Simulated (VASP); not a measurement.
BiSe2, 6 atoms in the cell. The structure is tetragonal, space group I-42d (No. 122). Conventional cell: a = 6.696 Å, b = 6.696 Å, c = 6.982 Å, α = 90.00°, β = 90.00°, γ = 90.00°. Within 3.8 Å of Bi (site symmetry -4) lie 8 Se at 2.88 to 3.32 Å and 4 Bi at 3.78 Å. Within 3.8 Å of Se (site symmetry 2) lie 4 Bi at 2.88 to 3.32 Å and 6 Se at 3.37 to 3.63 Å. 

- Program: VASP 6.6.1
- Task: single point
- Functional: r2SCAN
- Dispersion: rVV10
- Potentials or basis: VASP PAW PBE potentials, release 64 (Bi_d, Se)
- Cutoff: 520 eV
- k mesh: 6 × 6 × 6
- Occupations: fermi-dirac, width 0.03 eV
- Spin: no spin polarisation
- Dipole correction: no
- Further INCAR settings: ALGO = Normal; EDIFF = 1e-06; NBANDS = 36

Potentials or basis: VASP PAW PBE potentials, release 64 (Bi_d, Se).

The run is started by

```sh
$ cat potpaw_PBE.64/Bi_d/POTCAR potpaw_PBE.64/Se/POTCAR > POTCAR
$ cp INCAR.step1 INCAR
$ mpirun -np 1 vasp_std > vasp.out
$ cp INCAR.step2 INCAR
$ mpirun -np 1 vasp_std > vasp.out
```

Hardware: 1 thread of Intel(R) Xeon(R) Platinum 8559C (Emerald Rapids), on a shared host.

Question: Estimate the wall time of this run.

Answer: Run time: 9.2 min on 1 thread of Intel(R) Xeon(R) Platinum 8559C (Emerald Rapids) (shared host), peak memory 0.82 GiB. Counts: k points 30.
